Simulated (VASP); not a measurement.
Wanted: the native input for a VASP 6.6.1 run.

```
Task                   : single point
Functional             : r2SCAN
Potentials or basis    : VASP PAW PBE potentials, release 64 (Au)
Cutoff                 : 520 eV
k mesh                 : 24 × 24 × 12
Occupations            : gaussian, width 0.15 eV
Spin                   : no spin polarisation
Dipole correction      : no
Further INCAR settings : ALGO = Normal; EDIFF = 1e-06; NBANDS = 18
```

The system is Au.

```
Au
1.0
     2.81804    0.00000    0.00000
    -1.40902    2.44049    0.00000
     0.00000    0.00000    4.62148
Au
2
Direct
  0.33333 0.66667 0.75000
  0.66667 0.33333 0.25000
```

This cell differs from its parent crystal: strain -0.025 along x and y, -0.050 along z.

The input as run:

POSCAR

```
Au
1.0
    2.8180352590      0.0000000000      0.0000000000
   -1.4090176295      2.4404901231      0.0000000000
    0.0000000000      0.0000000000      4.6214799104
Au
2
Direct
    0.3333333333      0.6666666667      0.7500000000
    0.6666666667      0.3333333333      0.2500000000
```

INCAR.step1

```
SYSTEM = Au
PREC     = Accurate       ! precision mode
ENCUT    = 520            ! plane-wave cutoff, eV
ISMEAR   = 0              ! smearing method
SIGMA    = 0.15           ! smearing width, eV
LREAL    = .FALSE.        ! projectors in reciprocal space
LASPH    = .TRUE.         ! aspherical terms in the spheres
NELM     = 80             ! most SCF steps
NBANDS   = 18             ! bands
GGA      = PE             ! functional
ALGO     = Normal         ! electronic algorithm
EDIFF    = 1E-4           ! SCF threshold, eV
LWAVE    = .TRUE.         ! write WAVECAR
LCHARG   = .FALSE.        ! write CHGCAR
```

INCAR.step2

```
SYSTEM = Au
PREC     = Accurate       ! precision mode
ENCUT    = 520            ! plane-wave cutoff, eV
EDIFF    = 1E-6           ! SCF threshold, eV
ISMEAR   = 0              ! smearing method
SIGMA    = 0.15           ! smearing width, eV
LREAL    = .FALSE.        ! projectors in reciprocal space
LASPH    = .TRUE.         ! aspherical terms in the spheres
NELM     = 80             ! most SCF steps
ALGO     = Normal         ! electronic algorithm
ISIF     = 2              ! what is computed and relaxed
LWAVE    = .FALSE.        ! write WAVECAR
LCHARG   = .TRUE.         ! write CHGCAR
METAGGA  = R2SCAN         ! meta-GGA
LMIXTAU  = .TRUE.       
LELF     = .TRUE.         ! ELF
LVHAR    = .TRUE.       
NBANDS   = 18             ! bands
ISTART   = 1
```

KPOINTS

```
regular mesh
0
G
  24 24 12
  0 0 0
```

Potentials or basis: VASP PAW PBE potentials, release 64 (Au).

Command:

```sh
$ cat potpaw_PBE.64/Au/POTCAR > POTCAR
$ cp INCAR.step1 INCAR
$ mpirun -np 1 vasp_std > vasp.out
$ cp INCAR.step2 INCAR
$ mpirun -np 1 vasp_std > vasp.out
```

It gave:

```yaml
Pressure: 21.0 GPa
Band_gap_on_the_k_mesh: zero (bands 11 and 12 overlap by 7.92 eV)
```

Caveat: the cell differs from its parent crystal (strain -0.025 along x and y, -0.050 along z); the cell stands under pressure; the PAW data sets were made with another functional, which shifts forces and pressure a little; spin-orbit coupling is left out, which moves the levels of the heavy elements.

It took 20 min on 1 thread of Oxide Virtual Turin-like Processor, with other jobs on the host, peak memory 0.29 GiB.
